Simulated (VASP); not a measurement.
# HgTe: single point with PBE

HgTe:

```
Hg Te
1.0
     0.00000    3.22346    3.22346
     3.22346    0.00000    3.22346
     3.22346    3.22346    0.00000
Hg Te
1 1
Direct
  0.00000 0.00000 0.00000
  0.25000 0.25000 0.25000
```

This cell differs from its parent crystal: volume scaled by 0.91.

- Program: VASP 6.6.1
- Task: single point
- Functional: PBE
- Potentials or basis: VASP PAW PBE potentials, release 64 (Hg, Te)
- Cutoff: 520 eV
- k mesh: 12 × 12 × 12
- Occupations: gaussian, width 0.1 eV
- Spin: no spin polarisation

| Property | Result |
| --- | --- |
| Pressure | 4.1 GPa |
| Band gap on the k mesh | zero (filled and empty bands touch) |

Levels at points of the mesh, in eV from the Fermi level:
```
           k point  band 7  band 8  band 9  band 10  band 11  band 12
(0.00, 0.00, 0.00)   -0.77   -0.06   -0.06    -0.06     4.15     4.15
(0.50, 0.00, 0.00)   -5.61   -1.06   -1.06     0.65     4.96     4.96
(0.50, 0.50, 0.00)   -5.54   -2.37   -2.37     1.83     2.41     8.19
```

It took 55 s on 1 thread of Intel(R) Xeon(R) Platinum 8259CL CPU @ 2.50GHz (Skylake/Cascade Lake), with other jobs on the host, peak memory 0.25 GiB.

Caveat: spin-orbit coupling is left out, which moves the levels of the heavy elements.
